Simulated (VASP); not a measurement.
Here is a VASP 6.6.1 calculation.

File INCAR:

```
PREC = Accurate
ENCUT = 520
EDIFF = 1E-6
ISMEAR = -1
SIGMA = 0.02
LREAL = False
LASPH = True
NELM = 60
ALGO = Normal
ISIF = 2
LWAVE = False
LCHARG = True
GGA = PE
LELF = True
LVHAR = True
NBANDS = 14
```

KPOINTS

```
Automatic mesh
0
Gamma
  10 10 10
```

POSCAR

```
NaF
1.0
    2.8035417653      0.0000000000      0.0000000000
    0.0000000000      2.8035417653      0.0000000000
    0.0000000000      0.0000000000      2.7925406604
Na F
1 1
Direct
    0.0000000000      0.0000000000      0.0000000000
    0.5000000000      0.5000000000      0.5000000000
```

Potentials or basis: VASP PAW PBE potentials, release 64 (Na_pv, F).

Command:

```console
$ cat potpaw_PBE.64/Na_pv/POTCAR potpaw_PBE.64/F/POTCAR > POTCAR
$ mpirun -np 1 vasp_std > vasp.out
```

(1) Estimate the band gap on the k mesh.

(2) Predict the pressure.

## Answers

(1) 6.05 eV, indirect (least direct gap 6.38 eV).

(2) 3.8 GPa.

Caveat: the cell differs from its parent crystal (epitaxial xy strain +0.4%).
